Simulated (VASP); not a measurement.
# CdS (Fm-3m) in VASP: further runs

The runs below take CdS through single point, with PBE, r2SCAN.

Everything below comes from runs of VASP 6.6.1. Logs are shortened: lines on timing, memory, paths and dates and some standing lists are left out, and cuts for length are marked.

## 1. The cell of the first run

It takes space group Fm-3m (No. 225, cubic). The conventional cell has a = 5.454 Å, b = 5.454 Å, c = 5.454 Å, α = 90.00°, β = 90.00°, γ = 90.00°. Within 3.6 Å of Cd (site symmetry m-3m) lie 6 S at 2.73 Å. Within 3.6 Å of S (site symmetry m-3m) lie 6 Cd at 2.73 Å.

## 2. Single point, PBE

File INCAR:

```
SYSTEM = CdS
ALGO = Normal ; EDIFF = 1E-6
ENCUT = 520 ; GGA = PE
ISIF = 2 ; ISMEAR = 0
LASPH = .TRUE. ; LCHARG = .FALSE.
LREAL = .FALSE. ; LWAVE = .FALSE.
NBANDS = 16 ; NELM = 80
PREC = Accurate ; SIGMA = 0.01
```

File KPOINTS:

```
k-points
0
G
  6 6 6
  0 0 0
```

File POSCAR:

```
CdS
1.0
    0.0000000000      2.7267765431      2.7267765431
    2.7267765431      0.0000000000      2.7267765431
    2.7267765431      2.7267765431      0.0000000000
Cd S
1 1
Direct
    0.0000000000      0.0000000000      0.0000000000
    0.5000000000      0.5000000000      0.5000000000
```

Potentials or basis: VASP PAW PBE potentials, release 64 (Cd, S).

Launch:

```console
cat potpaw_PBE.64/Cd/POTCAR potpaw_PBE.64/S/POTCAR > POTCAR
mpirun -np 1 vasp_std > vasp.out
```

OUTCAR:

```text
SYSTEM = CdS
   EDIFF = 1E-6
   ENCUT = 520
   GGA = PE
   ISIF = 2
   ISMEAR = 0
   LASPH = .TRUE.
   LREAL = .FALSE.
   NELM = 80
   PREC = Accurate

 ion  position               nearest neighbor table
   1  0.000  0.000  0.000-   2 2.73   2 2.73   2 2.73   2 2.73   2 2.73   2 2.73
   2  0.500  0.500  0.500-   1 2.73   1 2.73   1 2.73   1 2.73   1 2.73   1 2.73

  LATTYP: Found a face centered cubic cell.
 ALAT       =     5.4535530862

  Lattice vectors:

 A1 = (   0.0000000000,   2.7267765431,   2.7267765431)
 A2 = (   2.7267765431,   0.0000000000,   2.7267765431)
 A3 = (   2.7267765431,   2.7267765431,   0.0000000000)

Analysis of symmetry for initial positions (statically):
=====================================================================
 Subroutine PRICEL returns:
 Original cell was already a primitive cell.

 Routine SETGRP: Setting up the symmetry group for a
 face centered cubic supercell.

 Subroutine GETGRP returns: Found 48 space group operations
 (whereof 48 operations were pure point group operations)
 out of a pool of 48 trial point group operations.

The static configuration has the point symmetry O_h .

Analysis of symmetry for dynamics (positions and initial velocities):
=====================================================================
 Subroutine PRICEL returns:
 Original cell was already a primitive cell.

 Routine SETGRP: Setting up the symmetry group for a
 face centered cubic supercell.

 Subroutine GETGRP returns: Found 48 space group operations
 (whereof 48 operations were pure point group operations)
 out of a pool of 48 trial point group operations.

The dynamic configuration has the point symmetry O_h .

 Subroutine INISYM returns: Found 48 space group operations
 (whereof 48 operations are pure point group operations),
 and found     1 'primitive' translations

----------------------------------------------------------------------------------------

                                     Primitive cell

  volume of cell :      40.5489

  direct lattice vectors                    reciprocal lattice vectors
     0.000000000  2.726776543  2.726776543    -0.183366694  0.183366694  0.183366694
     2.726776543  0.000000000  2.726776543     0.183366694 -0.183366694  0.183366694
     2.726776543  2.726776543  0.000000000     0.183366694  0.183366694 -0.183366694

  length of vectors
     3.856244369  3.856244369  3.856244369     0.317600430  0.317600430  0.317600430

  position of ions in fractional coordinates (direct lattice)
     0.000000000  0.000000000  0.000000000
     0.500000000  0.500000000  0.500000000

  ion indices of the primitive-cell ions
   primitive index   ion index
                 1           1
                 2           2

----------------------------------------------------------------------------------------

 KPOINTS: k-points

Automatic generation of k-mesh.
 Grid dimensions read from file:
 generate k-points for:    6    6    6

 Generating k-lattice:

  Cartesian coordinates                     Fractional coordinates (reciprocal lattice)
    -0.030561116  0.030561116  0.030561116     0.166666667  0.000000000  0.000000000
     0.030561116 -0.030561116  0.030561116     0.000000000  0.166666667  0.000000000
     0.030561116  0.030561116 -0.030561116     0.000000000  0.000000000  0.166666667

  Length of vectors
     0.052933405  0.052933405  0.052933405

  Shift w.r.t. Gamma in fractional coordinates (k-lattice)
     0.000000000  0.000000000  0.000000000

 Subroutine IBZKPT returns following result:
 ===========================================

 Found     16 irreducible k-points:

 Following reciprocal coordinates:
            Coordinates               Weight
  0.000000  0.000000  0.000000      1.000000
  0.166667  0.000000  0.000000      8.000000
  0.333333  0.000000  0.000000      8.000000
  0.500000  0.000000  0.000000      4.000000
  0.166667  0.166667  0.000000      6.000000
  0.333333  0.166667  0.000000     24.000000
[... 8 lines left out ...]
 -0.333333  0.333333  0.166667     24.000000
 -0.333333  0.500000  0.166667     12.000000
   k-points           NKPTS =     16   k-points in BZ     NKDIM =     16   number of bands    NBANDS=     16
   number of dos      NEDOS =    301   number of ions     NIONS =      2
   total plane-waves  NPLWV =  27000
   dimension x,y,z NGX =    30 NGY =   30 NGZ =   30
   dimension x,y,z NGXF=    60 NGYF=   60 NGZF=   60
   ions per type =               1   1
   NGX,Y,Z   is equivalent  to a cutoff of  12.93, 12.93, 12.93 a.u.
   NGXF,Y,Z  is equivalent  to a cutoff of  25.87, 25.87, 25.87 a.u.
 SYSTEM =  CdS
   PREC   = accura    normal or accurate (medium, high low for compatibility)
   ISTART =      0    job   : 0-new  1-cont  2-samecut
   ICHARG =      2    charge: 1-file 2-atom 10-const
   ISPIN  =      1    spin polarized calculation?
   LNONCOLLINEAR =      F non collinear calculations
   LSORBIT =      F    spin-orbit coupling
   LASPH  =      T    aspherical Exc in radial PAW
   ENCUT  =  520.0 eV  38.22 Ry    6.18 a.u.   7.17  7.17  7.17*2*pi/ulx,y,z
   NELM   =     80;   NELMIN=  2; NELMDL= -5     # of ELM steps
   EDIFF  = 0.1E-05   stopping-criterion for ELM
   LREAL  =      F    real-space projection
   EDIFFG = 0.1E-04   stopping-criterion for IOM
   NSW    =      0    number of steps for IOM
   IBRION =     -1    ionic relax: 0-MD 1-quasi-New 2-CG
   NFREE  =      0    steps in history (QN), initial steepest desc. (CG)
   ISIF   =      2    stress and relaxation
   ISYM   =      2    0-nonsym 1-usesym 2-fastsym
   POTIM  = 0.5000    time-step for ionic-motion
   TEBEG  =    0.0;   TEEND  =   0.0 temperature during run
   PSTRESS=    0.0 pullay stress
   NELECT =      18.0000    total number of electrons
   NUPDOWN=      -1.0000    fix difference up-down
   EMIN   =  10.00;   EMAX   =-10.00  energy-range for DOS
   EFERMI =   0.00;   METHOD = LEGACY
   ISMEAR =     0;   SIGMA  =   0.01  broadening in eV -4-tet -1-fermi 0-gaus
   EFERMI_NEDOS =   21; number of points for ismear=-14 and -15
   IALGO  =     38    algorithm
   IMIX   =      4    mixing-type and parameters
     AMIX     =   0.40;   BMIX     =  1.00
     AMIX_MAG =   1.60;   BMIX_MAG =  1.00
  volume/ion in A,a.u.               =      20.27       136.82
  Fermi-wavevector in a.u.,A,eV,Ry     =   1.248838  2.359962 21.219598  1.559596
  Thomas-Fermi vector in A             =   2.382906
   LORBIT       =      0    0 simple, 1 ext, 2 COOP (PROOUT), +10 PAW based schemes
   GGA     = PE    functional components
   LHFCALC =     F    Hartree Fock is set to
   AEXX    =    0.0000 exact exchange contribution
   IVDW    =     0    specifies the selected vdW correction
   LEPSILON=     F    determine dielectric tensor
   LRPA    =     F    only Hartree local field effects (RPA)
 non-spin polarized calculation
 Gauss-broadening in eV      SIGMA  =   0.01
  energy-cutoff  :      520.00
  volume of cell :       40.55
 maximum number of plane-waves:      1113
 NGX is ok and might be reduce to    30
   NGX = 15   NGY = 15   NGZ = 15

 number of electron      18.0000003 magnetization

 Free energy of the ion-electron system (eV)
  ---------------------------------------------------
  ext. energy  EPLUGINS =         0.00000000
  ---------------------------------------------------
  free energy    TOTEN  =        -5.86247434 eV

  energy without entropy =       -5.86247434  energy(sigma->0) =       -5.86247434

 E-fermi :   3.0529     XC(G=0): -10.4457

 val. band max:        3.0046374410   @ k =   0.5000   0.0000   0.0000
 cond. band min:       3.2522464428   @ k =   0.5000   0.5000   0.0000
 fundamental gap:      0.2476090018
 Fermi energy:         3.0529181880

 k-point     1 :       0.0000    0.0000    0.0000
  band No.  band energies     occupation
      1      -9.8573      2.00000
      2      -4.6364      2.00000
      3      -4.6364      2.00000
      4      -4.6364      2.00000
      5      -4.6363      2.00000
      6      -4.6363      2.00000
[... 8 lines left out ...]
     15      14.5102      0.00000
     16      14.5102      0.00000

 k-point     2 :       0.1667    0.0000    0.0000
  band No.  band energies     occupation
      1      -9.6196      2.00000
      2      -4.7188      2.00000
      3      -4.7188      2.00000
      4      -4.6655      2.00000
      5      -4.5846      2.00000
      6      -4.5846      2.00000
[... 8 lines left out ...]
     15      13.3444      0.00000
     16      14.0357      0.00000

 k-point     3 :       0.3333    0.0000    0.0000
  band No.  band energies     occupation
      1      -9.0527      2.00000
      2      -4.8757      2.00000
      3      -4.8757      2.00000
      4      -4.7828      2.00000
      5      -4.4789      2.00000
      6      -4.4789      2.00000
[... 8 lines left out ...]
     15      14.6738      0.00000
     16      14.6738      0.00000

 k-point     4 :       0.5000    0.0000    0.0000
  band No.  band energies     occupation
      1      -8.6963      2.00000
      2      -4.9505      2.00000
      3      -4.9505      2.00000
      4      -4.9077      2.00000
      5      -4.4248      2.00000
      6      -4.4248      2.00000
[... 8 lines left out ...]
     15      16.0231      0.00000
     16      16.0231      0.00000
[... 172 lines left out ...]
 k-point    14 :       0.5000    0.3333    0.1667
  band No.  band energies     occupation
      1      -8.8989      2.00000
      2      -4.7715      2.00000
      3      -4.7074      2.00000
      4      -4.6910      2.00000
      5      -4.4432      2.00000
      6      -4.3112      2.00000
[... 8 lines left out ...]
     15      17.0330      0.00000
     16      18.1951      0.00000

 k-point    15 :      -0.3333    0.3333    0.1667
  band No.  band energies     occupation
      1      -8.7637      2.00000
      2      -4.8303      2.00000
      3      -4.6736      2.00000
      4      -4.6434      2.00000
      5      -4.3948      2.00000
      6      -4.1304      2.00000
[... 8 lines left out ...]
     15      15.7923      0.00000
     16      17.7588      0.00000

 k-point    16 :      -0.3333    0.5000    0.1667
  band No.  band energies     occupation
      1      -8.8261      2.00000
      2      -4.7273      2.00000
      3      -4.7065      2.00000
      4      -4.5167      2.00000
      5      -4.3571      2.00000
      6      -3.8086      2.00000
[... 8 lines left out ...]
     15      16.8616      0.00000
     16      17.6707      0.00000

------------------------ aborting loop because EDIFF is reached ----------------------------------------

  FORCE on cell =-STRESS in cart. coord.  units (eV):
  Direction    XX          YY          ZZ          XY          YZ          ZX
  --------------------------------------------------------------------------------------
  -------------------------------------------------------------------------------------
  Total        0.5512248      0.5512248      0.5512248      0.0000000      0.0000000      0.0000000
  in kB       21.7801422     21.7801422     21.7801422      0.0000000      0.0000000      0.0000000
  external PRESSURE =      21.7801422 kB  Pullay stress =       0.0000000 kB

 VOLUME and BASIS-vectors are now :
 -----------------------------------------------------------------------------
  energy-cutoff  :      520.00
  volume of cell :       40.55
      direct lattice vectors                 reciprocal lattice vectors
     0.000000000  2.726776543  2.726776543    -0.183366694  0.183366694  0.183366694
     2.726776543  0.000000000  2.726776543     0.183366694 -0.183366694  0.183366694
     2.726776543  2.726776543  0.000000000     0.183366694  0.183366694 -0.183366694

 POSITION                                       TOTAL-FORCE (eV/Angst)
 -----------------------------------------------------------------------------------
      0.00000      0.00000      0.00000        -0.000000      0.000000     -0.000000
      2.72678      2.72678      2.72678         0.000000      0.000000      0.000000
 -----------------------------------------------------------------------------------
    total drift:                               -0.000000      0.000000      0.000000

  FREE ENERGIE OF THE ION-ELECTRON SYSTEM (eV)
  ---------------------------------------------------
  free  energy   TOTEN  =        -5.8624743368 eV

  energy  without entropy=       -5.8624743368  energy(sigma->0) =       -5.86247434
```

Wall time 19 s (1 thread of Intel Xeon Platinum 8488C (Sapphire Rapids), shared host); peak memory 0.16 GiB.

What came out:

```yaml
Free_energy: -5.8625 eV
Pressure: 2.2 GPa
Band_gap_on_the_k_mesh: 0.25 eV, indirect (least direct gap 1.72 eV)
```

A k mesh can miss the band edges.

## 3. Single point, PBE

File INCAR:

```
  PREC = Accurate
  ENCUT = 520
  EDIFF = 1E-6
  ISMEAR = 0
  SIGMA = 0.01
  LREAL = False
  LASPH = True
  NELM = 80
  ALGO = Normal
  ISIF = 2
  LWAVE = False
  LCHARG = False
  GGA = PE
  NBANDS = 16
```

File KPOINTS:

```
Automatic mesh
0
Gamma
  6 6 6
```

POSCAR is that of step 2.

Potentials or basis: VASP PAW PBE potentials, release 64 (Cd, S).

Launch:

```console
cat potpaw_PBE.64/Cd/POTCAR potpaw_PBE.64/S/POTCAR > POTCAR
mpirun -np 1 vasp_std > vasp.out
```

It took 20 s on 1 thread of Intel Xeon Platinum 8488C (Sapphire Rapids), shared host; peak memory 0.16 GiB.

The run converged. Its results:

| Item | Value |
| --- | --- |
| Free energy | -5.8625 eV |
| Pressure | 2.2 GPa |
| Band gap on the k mesh | 0.25 eV, indirect (least direct gap 1.72 eV) |

Levels at points of the mesh, in eV from the valence-band top:
| k point | band 5 | band 6 | band 7 | band 8 | band 9 | band 10 | band 11 | band 12 | band 13 | band 14 |
| --- | --- | --- | --- | --- | --- | --- | --- | --- | --- | --- |
| (0.00, 0.00, 0.00) | -7.64 | -7.64 | -0.76 | -0.76 | -0.76 | 0.96 | 9.23 | 9.23 | 9.23 | 11.33 |
| (0.50, 0.00, 0.00) | -7.43 | -7.43 | -4.89 | 0.00 | 0.00 | 3.51 | 5.90 | 5.90 | 6.90 | 12.33 |
| (0.50, 0.50, 0.00) | -7.36 | -6.66 | -4.30 | -2.17 | -2.17 | 0.25 | 6.03 | 9.93 | 11.35 | 11.35 |

## 4. Single point, r2SCAN

POSCAR is that of step 3.

File INCAR.step1:

```
SYSTEM = CdS
PREC     = Accurate       ! precision mode
ENCUT    = 520            ! plane-wave cutoff, eV
ISMEAR   = 0              ! smearing method
SIGMA    = 0.01           ! smearing width, eV
LREAL    = .FALSE.        ! projectors in reciprocal space
LASPH    = .TRUE.         ! aspherical terms in the spheres
NELM     = 80             ! most SCF steps
NBANDS   = 16             ! bands
GGA      = PE             ! functional
ALGO     = Normal         ! electronic algorithm
EDIFF    = 1E-4           ! SCF threshold, eV
LWAVE    = .TRUE.         ! write WAVECAR
LCHARG   = .FALSE.        ! write CHGCAR
```

File INCAR.step2:

```
SYSTEM = CdS
PREC     = Accurate       ! precision mode
ENCUT    = 520            ! plane-wave cutoff, eV
EDIFF    = 1E-6           ! SCF threshold, eV
ISMEAR   = 0              ! smearing method
SIGMA    = 0.01           ! smearing width, eV
LREAL    = .FALSE.        ! projectors in reciprocal space
LASPH    = .TRUE.         ! aspherical terms in the spheres
NELM     = 80             ! most SCF steps
ALGO     = Normal         ! electronic algorithm
ISIF     = 2              ! what is computed and relaxed
LWAVE    = .FALSE.        ! write WAVECAR
LCHARG   = .FALSE.        ! write CHGCAR
METAGGA  = R2SCAN         ! meta-GGA
LMIXTAU  = .TRUE.       
NBANDS   = 16             ! bands
ISTART   = 1
```

File KPOINTS:

```
regular mesh
0
G
  6 6 6
  0 0 0
```

Launch:

```console
cat potpaw_PBE.64/Cd/POTCAR potpaw_PBE.64/S/POTCAR > POTCAR
cp INCAR.step1 INCAR
mpirun -np 1 vasp_std > vasp.out
cp INCAR.step2 INCAR
mpirun -np 1 vasp_std > vasp.out
```

Run time: 89 s. Hardware: 1 thread of Intel Xeon Platinum 8488C (Sapphire Rapids), shared host; peak memory 0.17 GiB.

It converged, with:

```yaml
Free_energy: -29.5197 eV
Pressure: 0.5 GPa
Band_gap_on_the_k_mesh: 0.73 eV, indirect (least direct gap 2.35 eV)
```

Levels at points of the mesh, in eV from the valence-band top:
```csv
k point,band 5,band 6,band 7,band 8,band 9,band 10,band 11,band 12,band 13,band 14
"(0.00, 0.00, 0.00)",-7.86,-7.86,-0.77,-0.77,-0.77,1.59,9.73,9.73,9.73,11.97
"(0.50, 0.00, 0.00)",-7.66,-7.66,-4.92,0.00,0.00,4.05,6.46,6.46,7.60,13.06
"(0.50, 0.50, 0.00)",-7.59,-6.86,-4.35,-2.20,-2.20,0.73,6.42,10.78,12.28,12.28
```

Caveat: the PAW data sets were made with another functional, which shifts forces and pressure a little. A k mesh can miss the band edges.

(Continued in part 2 of 2.)
